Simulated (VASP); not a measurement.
Wanted: the native input for a VASP 6.6.1 run.

```
Task                   : single point
Functional             : PBEsol
Dispersion             : D3(BJ)
Potentials or basis    : VASP PAW PBE potentials, release 64 (Sn_d)
Cutoff                 : 520 eV
k mesh                 : 20 × 20 × 20
Occupations            : gaussian, width 0.15 eV
Spin                   : no spin polarisation
Dipole correction      : no
Further INCAR settings : ALGO = Fast; EDIFF = 1e-06; NBANDS = 13
```

The structure of Sn lies in POSCAR:

```
Sn
1.0
   -1.5884158800      1.6335032400      2.2448083200
    1.5884158800     -1.6335032400      2.2448083200
    1.5884158800      1.6335032400     -2.2448083200
Sn
1
Direct
    0.0000000000      0.0000000000      0.0000000000
```

This cell differs from its parent crystal: strain -0.080 along x and y, -0.040 along z.

These files were run (other wordings do the same):

INCAR

```
SYSTEM = Sn
PREC     = Accurate       ! precision mode
ENCUT    = 520            ! plane-wave cutoff, eV
EDIFF    = 1E-6           ! SCF threshold, eV
ISMEAR   = 0              ! smearing method
SIGMA    = 0.15           ! smearing width, eV
LREAL    = .False.        ! projectors in reciprocal space
LASPH    = .True.         ! aspherical terms in the spheres
NELM     = 100            ! most SCF steps
ALGO     = Fast           ! electronic algorithm
ISIF     = 2              ! what is computed and relaxed
LWAVE    = .False.        ! write WAVECAR
LCHARG   = .False.        ! write CHGCAR
GGA      = PS             ! functional
IVDW     = 12             ! dispersion correction
NBANDS   = 13             ! bands
```

KPOINTS

```
Automatic mesh
0
Gamma
  20 20 20
  0 0 0
```

Potentials or basis: VASP PAW PBE potentials, release 64 (Sn_d).

Run with:

```bash
$ cat potpaw_PBE.64/Sn_d/POTCAR > POTCAR
$ mpirun -np 1 vasp_std > vasp.out
```

Results of the run:

| Quantity | Value |
| --- | --- |
| Pressure | 6.3 GPa |
| Band gap on the k mesh | zero (bands 7 and 8 overlap by 10.99 eV) |
| Dispersion energy per atom | -0.457 eV |

Caveat: the cell differs from its parent crystal (strain -0.080 along x and y, -0.040 along z); the cell stands under pressure; the PAW data sets were made with another functional, which shifts forces and pressure a little; spin-orbit coupling is left out, which moves the levels of the heavy elements.

It took 2.9 min on 1 thread of Intel(R) Xeon(R) Platinum 8259CL CPU @ 2.50GHz (Skylake/Cascade Lake), with other jobs on the host, peak memory 0.42 GiB.
